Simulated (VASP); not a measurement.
# FeSi (P2_13) in VASP: relaxation of cell and atoms with PBEsol

Aim: the relaxation of cell and atoms of FeSi with PBEsol.

All numbers are computed with VASP 6.6.1; they aren't measurements. Logs are shortened: lines on timing, memory, paths and dates and some standing lists are left out, and cuts for length are marked.

## Step 1: The cell of the first run

It takes space group P2_13 (No. 198, cubic). The conventional cell has a = 4.404 Å, b = 4.404 Å, c = 4.404 Å, α = 90.00°, β = 90.00°, γ = 90.00°. Within 3.0 Å of Fe (site symmetry 3) lie 7 Si at 2.26 to 2.47 Å and 6 Fe at 2.70 Å. Within 3.0 Å of Si (site symmetry 3) lie 7 Fe at 2.26 to 2.47 Å and 6 Si at 2.73 Å.

## Step 2: Relaxation of cell and atoms, PBEsol

Input file INCAR:

```
SYSTEM = FeSi
PREC = Accurate
ENCUT = 600
EDIFF = 1E-6
ISMEAR = 0
SIGMA = 0.01
LREAL = .FALSE.
LASPH = .TRUE.
NELM = 100
ALGO = Normal
ISIF = 3
LWAVE = .FALSE.
LCHARG = .FALSE.
GGA = PS
IBRION = 2
NSW = 100
EDIFFG = -0.005
```

Input file KPOINTS:

```
regular mesh
0
G
  8 8 8
  0 0 0
```

Input file POSCAR:

```
FeSi
1.0
    4.4038281473      0.0000000000      0.0000000000
    0.0000000000      4.4038281473      0.0000000000
    0.0000000000      0.0000000000      4.4038281473
Fe Si
4 4
Direct
    0.1369947001      0.1369947001      0.1369947001
    0.3630052999      0.8630052999      0.6369947001
    0.6369947001      0.3630052999      0.8630052999
    0.8630052999      0.6369947001      0.3630052999
    0.8411203788      0.8411203788      0.8411203788
    0.6588796212      0.1588796212      0.3411203788
    0.3411203788      0.6588796212      0.1588796212
    0.1588796212      0.3411203788      0.6588796212
```

Potentials or basis: VASP PAW PBE potentials, release 64 (Fe, Si).

On the command line:

```console
cat potpaw_PBE.64/Fe/POTCAR potpaw_PBE.64/Si/POTCAR > POTCAR
mpirun -np 1 vasp_std > vasp.out
```

OUTCAR:

```text
SYSTEM = FeSi
   PREC = Accurate
   ENCUT = 600
   EDIFF = 1E-6
   ISMEAR = 0
   LREAL = .FALSE.
   LASPH = .TRUE.
   NELM = 100
   ISIF = 3
   GGA = PS
   IBRION = 2
   NSW = 100
   EDIFFG = -0.005

 ion  position               nearest neighbor table
   1  0.137  0.137  0.137-   5 2.26   6 2.29   7 2.29   8 2.29   7 2.47   8 2.47   6 2.47   3 2.70
                             4 2.70   2 2.70   2 2.70   4 2.70   3 2.70
   2  0.363  0.863  0.637-   6 2.26   5 2.29   7 2.29   8 2.29   7 2.47   8 2.47   5 2.47   1 2.70
                             1 2.70   3 2.70   3 2.70   4 2.70   4 2.70
   3  0.637  0.363  0.863-   7 2.26   6 2.29   5 2.29   8 2.29   8 2.47   6 2.47   5 2.47   1 2.70
                             4 2.70   2 2.70   2 2.70   4 2.70   1 2.70
   4  0.863  0.637  0.363-   8 2.26   6 2.29   7 2.29   5 2.29   6 2.47   5 2.47   7 2.47   1 2.70
                             3 2.70   2 2.70   1 2.70   2 2.70   3 2.70
   5  0.841  0.841  0.841-   1 2.26   2 2.29   3 2.29   4 2.29   3 2.47   4 2.47   2 2.47   6 2.73
                             7 2.73   8 2.73   6 2.73   8 2.73   7 2.73
   6  0.659  0.159  0.341-   2 2.26   1 2.29   3 2.29   4 2.29   3 2.47   4 2.47   1 2.47   8 2.73
                             5 2.73   5 2.73   7 2.73   7 2.73   8 2.73
   7  0.341  0.659  0.159-   3 2.26   2 2.29   1 2.29   4 2.29   4 2.47   2 2.47   1 2.47   8 2.73
                             5 2.73   8 2.73   6 2.73   6 2.73   5 2.73
   8  0.159  0.341  0.659-   4 2.26   2 2.29   3 2.29   1 2.29   2 2.47   1 2.47   3 2.47   7 2.73
                             5 2.73   7 2.73   5 2.73   6 2.73   6 2.73

  LATTYP: Found a simple cubic cell.
 ALAT       =     4.4038281473

  Lattice vectors:

 A1 = (   4.4038281473,   0.0000000000,   0.0000000000)
 A2 = (   0.0000000000,   4.4038281473,   0.0000000000)
 A3 = (   0.0000000000,   0.0000000000,   4.4038281473)

Analysis of symmetry for initial positions (statically):
=====================================================================
 Subroutine PRICEL returns:
 Original cell was already a primitive cell.

 Routine SETGRP: Setting up the symmetry group for a
 simple cubic supercell.

 Subroutine GETGRP returns: Found 12 space group operations
 (whereof  3 operations were pure point group operations)
 out of a pool of 48 trial point group operations.

The static configuration has the point symmetry C_3 .
 The point group associated with its full space group is T   .

Analysis of symmetry for dynamics (positions and initial velocities):
=====================================================================
 Subroutine PRICEL returns:
 Original cell was already a primitive cell.

 Routine SETGRP: Setting up the symmetry group for a
 simple cubic supercell.

 Subroutine GETGRP returns: Found 12 space group operations
 (whereof  3 operations were pure point group operations)
 out of a pool of 48 trial point group operations.

The dynamic configuration has the point symmetry C_3 .
 The point group associated with its full space group is T   .

 Subroutine INISYM returns: Found 12 space group operations
 (whereof  3 operations are pure point group operations),
 and found     1 'primitive' translations

----------------------------------------------------------------------------------------

                                     Primitive cell

  volume of cell :      85.4065

  direct lattice vectors                    reciprocal lattice vectors
     4.403828147  0.000000000  0.000000000     0.227075164  0.000000000  0.000000000
     0.000000000  4.403828147  0.000000000     0.000000000  0.227075164  0.000000000
     0.000000000  0.000000000  4.403828147     0.000000000  0.000000000  0.227075164

  length of vectors
     4.403828147  4.403828147  4.403828147     0.227075164  0.227075164  0.227075164

  position of ions in fractional coordinates (direct lattice)
     0.136994700  0.136994700  0.136994700
     0.363005300  0.863005300  0.636994700
     0.636994700  0.363005300  0.863005300
     0.863005300  0.636994700  0.363005300
     0.841120379  0.841120379  0.841120379
     0.658879621  0.158879621  0.341120379
     0.341120379  0.658879621  0.158879621
     0.158879621  0.341120379  0.658879621

  ion indices of the primitive-cell ions
   primitive index   ion index
                 1           1
                 2           2
                 3           3
                 4           4
                 5           5
                 6           6
                 7           7
                 8           8

----------------------------------------------------------------------------------------

 KPOINTS: regular mesh

Automatic generation of k-mesh.
 Grid dimensions read from file:
 generate k-points for:    8    8    8

 Generating k-lattice:

  Cartesian coordinates                     Fractional coordinates (reciprocal lattice)
     0.028384396  0.000000000  0.000000000     0.125000000  0.000000000  0.000000000
     0.000000000  0.028384396  0.000000000     0.000000000  0.125000000  0.000000000
     0.000000000  0.000000000  0.028384396     0.000000000  0.000000000  0.125000000

  Length of vectors
     0.028384396  0.028384396  0.028384396

  Shift w.r.t. Gamma in fractional coordinates (k-lattice)
     0.000000000  0.000000000  0.000000000

 Subroutine IBZKPT returns following result:
 ===========================================

 Found     45 irreducible k-points:

 Following reciprocal coordinates:
            Coordinates               Weight
  0.000000  0.000000  0.000000      1.000000
  0.125000  0.000000  0.000000      6.000000
  0.250000  0.000000  0.000000      6.000000
  0.375000  0.000000  0.000000      6.000000
  0.500000  0.000000  0.000000      3.000000
  0.125000  0.125000  0.000000     12.000000
[... 16 lines left out ...]
  0.250000  0.125000  0.125000     24.000000
  0.375000  0.125000  0.125000     24.000000
 [... further k-points ...]
   k-points           NKPTS =     45   k-points in BZ     NKDIM =     45   number of bands    NBANDS=     29
   number of dos      NEDOS =    301   number of ions     NIONS =      8
   total plane-waves  NPLWV =  46656
   dimension x,y,z NGX =    36 NGY =   36 NGZ =   36
   dimension x,y,z NGXF=    72 NGYF=   72 NGZF=   72
   ions per type =               4   4
   NGX,Y,Z   is equivalent  to a cutoff of  13.59, 13.59, 13.59 a.u.
   NGXF,Y,Z  is equivalent  to a cutoff of  27.18, 27.18, 27.18 a.u.
 SYSTEM =  FeSi
   PREC   = accura    normal or accurate (medium, high low for compatibility)
   ISTART =      0    job   : 0-new  1-cont  2-samecut
   ICHARG =      2    charge: 1-file 2-atom 10-const
   ISPIN  =      1    spin polarized calculation?
   LNONCOLLINEAR =      F non collinear calculations
   LSORBIT =      F    spin-orbit coupling
   LASPH  =      T    aspherical Exc in radial PAW
   ENCUT  =  600.0 eV  44.10 Ry    6.64 a.u.   8.80  8.80  8.80*2*pi/ulx,y,z
   NELM   =    100;   NELMIN=  2; NELMDL= -5     # of ELM steps
   EDIFF  = 0.1E-05   stopping-criterion for ELM
   LREAL  =      F    real-space projection
   EDIFFG = -.5E-02   stopping-criterion for IOM
   NSW    =    100    number of steps for IOM
   IBRION =      2    ionic relax: 0-MD 1-quasi-New 2-CG
   NFREE  =      1    steps in history (QN), initial steepest desc. (CG)
   ISIF   =      3    stress and relaxation
   ISYM   =      2    0-nonsym 1-usesym 2-fastsym
   POTIM  = 0.5000    time-step for ionic-motion
   TEBEG  =    0.0;   TEEND  =   0.0 temperature during run
   PSTRESS=    0.0 pullay stress
   NELECT =      48.0000    total number of electrons
   NUPDOWN=      -1.0000    fix difference up-down
   EMIN   =  10.00;   EMAX   =-10.00  energy-range for DOS
   EFERMI =   0.00;   METHOD = LEGACY
   ISMEAR =     0;   SIGMA  =   0.01  broadening in eV -4-tet -1-fermi 0-gaus
   EFERMI_NEDOS =   21; number of points for ismear=-14 and -15
   IALGO  =     38    algorithm
   IMIX   =      4    mixing-type and parameters
     AMIX     =   0.40;   BMIX     =  1.00
     AMIX_MAG =   1.60;   BMIX_MAG =  1.00
  volume/ion in A,a.u.               =      10.68        72.04
  Fermi-wavevector in a.u.,A,eV,Ry     =   1.351009  2.553037 24.833695  1.825225
  Thomas-Fermi vector in A             =   2.478466
   LORBIT       =      0    0 simple, 1 ext, 2 COOP (PROOUT), +10 PAW based schemes
   GGA     = PS    functional components
   LHFCALC =     F    Hartree Fock is set to
   AEXX    =    0.0000 exact exchange contribution
   IVDW    =     0    specifies the selected vdW correction
   LEPSILON=     F    determine dielectric tensor
   LRPA    =     F    only Hartree local field effects (RPA)
 conjugate gradient relaxation of ions
 non-spin polarized calculation
 Gauss-broadening in eV      SIGMA  =   0.01
  energy-cutoff  :      600.00
  volume of cell :       85.41
 maximum number of plane-waves:      2897
   NGX = 17   NGY = 17   NGZ = 17

--------------------------------------- Ionic step        1  -------------------------------------------

 number of electron      48.0000004 magnetization

 Free energy of the ion-electron system (eV)
  ---------------------------------------------------
  ext. energy  EPLUGINS =         0.00000000
  ---------------------------------------------------
  free energy    TOTEN  =       -63.82131914 eV

  energy without entropy =      -63.82131914  energy(sigma->0) =      -63.82131914

------------------------ aborting loop because EDIFF is reached ----------------------------------------

  FORCE on cell =-STRESS in cart. coord.  units (eV):
  Direction    XX          YY          ZZ          XY          YZ          ZX
  --------------------------------------------------------------------------------------
  -------------------------------------------------------------------------------------
  Total        0.2446000      0.2446000      0.2446000     -0.0000000     -0.0000000     -0.0000000
  in kB        4.5885546      4.5885546      4.5885546     -0.0000000     -0.0000000     -0.0000000
  external PRESSURE =       4.5885546 kB  Pullay stress =       0.0000000 kB
[... 195 lines left out ...]
  energy  without entropy=      -63.8216480529  energy(sigma->0) =      -63.82164805

--------------------------------------- Ionic step        6  -------------------------------------------

 number of electron      48.0000006 magnetization

 Free energy of the ion-electron system (eV)
  ---------------------------------------------------
  ext. energy  EPLUGINS =         0.00000000
  ---------------------------------------------------
  free energy    TOTEN  =       -63.82165241 eV

  energy without entropy =      -63.82165241  energy(sigma->0) =      -63.82165241

 E-fermi :  10.0853     XC(G=0): -13.0405

 val. band max:        9.9910122971   @ k =   0.2500   0.1250   0.1250
 cond. band min:      10.1306375366   @ k =   0.3750   0.1250   0.1250
 fundamental gap:      0.1396252395
 Fermi energy:        10.0853071077

 k-point     1 :       0.0000    0.0000    0.0000
  band No.  band energies     occupation
      1      -3.4786      2.00000
      2       1.9813      2.00000
      3       1.9813      2.00000
      4       1.9813      2.00000
      5       4.8037      2.00000
      6       4.8037      2.00000
[... 757 lines left out ...]
     28      12.2372      0.00000
     29      12.5444      0.00000

 [... further k-points ...]

------------------------ aborting loop because EDIFF is reached ----------------------------------------

  FORCE on cell =-STRESS in cart. coord.  units (eV):
  Direction    XX          YY          ZZ          XY          YZ          ZX
  --------------------------------------------------------------------------------------
  -------------------------------------------------------------------------------------
  Total        0.0109895      0.0109895      0.0109895     -0.0000000     -0.0000000      0.0000000
  in kB        0.2058057      0.2058057      0.2058057     -0.0000000     -0.0000000      0.0000000
  external PRESSURE =       0.2058057 kB  Pullay stress =       0.0000000 kB
[... 23 lines left out ...]
  FREE ENERGIE OF THE ION-ELECTRON SYSTEM (eV)
  ---------------------------------------------------
  free  energy   TOTEN  =       -63.8216524070 eV

  energy  without entropy=      -63.8216524070  energy(sigma->0) =      -63.82165241

 reached required accuracy - stopping structural energy minimisation
```

Run time: 3.3 min. Hardware: 1 thread of Intel Xeon 6975P-C (Granite Rapids), shared host; peak memory 0.27 GiB.

What came out:

| Item | Value |
| --- | --- |
| Free energy | -63.8217 eV |
| Relaxed volume | 10.69 Å³/atom |
| Relaxed cell | a = 4.406 Å, b = 4.406 Å, c = 4.406 Å, α = 90.00°, β = 90.00°, γ = 90.00° |
| Space group after relaxing (to 0.1 Å) | P2_13 (No. 198) |
| Energy gained by relaxing | 0.0 meV/atom |
| Ionic steps | 6 |
| Pressure after relaxing | 0.0 GPa |
| Largest force after relaxing | 0.003 eV/Å |
| Band gap on the k mesh | 0.14 eV (least direct gap 0.16 eV) |

Forces in eV/Å, atoms in the order of the input:
```
Fe   0.002  0.002  0.002
Fe  -0.002 -0.002  0.002
Fe   0.002 -0.002 -0.002
Fe  -0.002  0.002 -0.002
Si   0.002  0.002  0.002
Si  -0.002 -0.002  0.002
Si   0.002 -0.002 -0.002
Si  -0.002  0.002 -0.002
```

Step by step:
```tsv
step	energy change (eV)	largest force (eV/Å)	pressure (GPa)	volume (Å³)
1	0.0000	0.0337	0.46	85.41
2	0.0002	0.0068	-0.71	85.79
3	-0.0003	0.0158	-0.04	85.57
4	-0.0003	0.0155	-0.05	85.58
5	-0.0003	0.0059	0.00	85.56
6	-0.0003	0.0031	0.02	85.55
```

Final structure:
```
CELL_PARAMETERS angstrom
4.40633 0.00000 0.00000
0.00000 4.40633 0.00000
0.00000 0.00000 4.40633
ATOMIC_POSITIONS crystal
Fe 0.13722 0.13722 0.13722
Fe 0.36278 0.86278 0.63722
Fe 0.63722 0.36278 0.86278
Fe 0.86278 0.63722 0.36278
Si 0.84103 0.84103 0.84103
Si 0.65897 0.15897 0.34103
Si 0.34103 0.65897 0.15897
Si 0.15897 0.34103 0.65897
```

Caveat: the PAW data sets were made with another functional, which shifts forces and pressure a little. A k mesh can miss the band edges.
